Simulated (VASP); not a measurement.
Set up this calculation in VASP 6.6.1, as the native input.

| Property | Result |
| --- | --- |
| Task | single point |
| Functional | PBEsol |
| Potentials or basis | VASP PAW PBE potentials, release 64 (Ru_pv) |
| Cutoff | 520 eV |
| k mesh | 18 × 18 × 10 |
| Occupations | gaussian, width 0.15 eV |
| Spin | no spin polarisation |
| Dipole correction | no |
| Further INCAR settings | ALGO = Fast; EDIFF = 1e-06; NBANDS = 21 |

The structure of Ru lies in POSCAR:

```
Ru
1.0
    2.8027000000      0.0000000000      0.0000000000
   -1.4013500000      2.4272093992      0.0000000000
    0.0000000000      0.0000000000      4.4565000000
Ru
2
Direct
    0.3333333333      0.6666666667      0.2500000000
    0.6666666667      0.3333333333      0.7500000000
```

One way to write it, as run:

INCAR

```
ALGO = Fast ; EDIFF = 1E-6
ENCUT = 520 ; GGA = PS
ISIF = 2 ; ISMEAR = 0
LASPH = True ; LCHARG = False
LREAL = False ; LWAVE = False
NBANDS = 21 ; NELM = 100
PREC = Accurate ; SIGMA = 0.15
```

KPOINTS

```
k-points
0
Gamma
  18 18 10
```

Potentials or basis: VASP PAW PBE potentials, release 64 (Ru_pv).

Command:

```console
$ cat potpaw_PBE.64/Ru_pv/POTCAR > POTCAR
$ mpirun -np 1 vasp_std > vasp.out
```

Results of the run:

```
Pressure               : -32.9 GPa
Band gap on the k mesh : zero (band 14 reaches 12.06 eV, above the bottom of band 15 at 9.40 eV)
```

Caveat: the PAW data sets were made with another functional, which shifts forces and pressure a little.

Run time: 89 s on 1 thread of Intel(R) Xeon(R) Platinum 8488C (Sapphire Rapids) (shared host), peak memory 0.23 GiB.
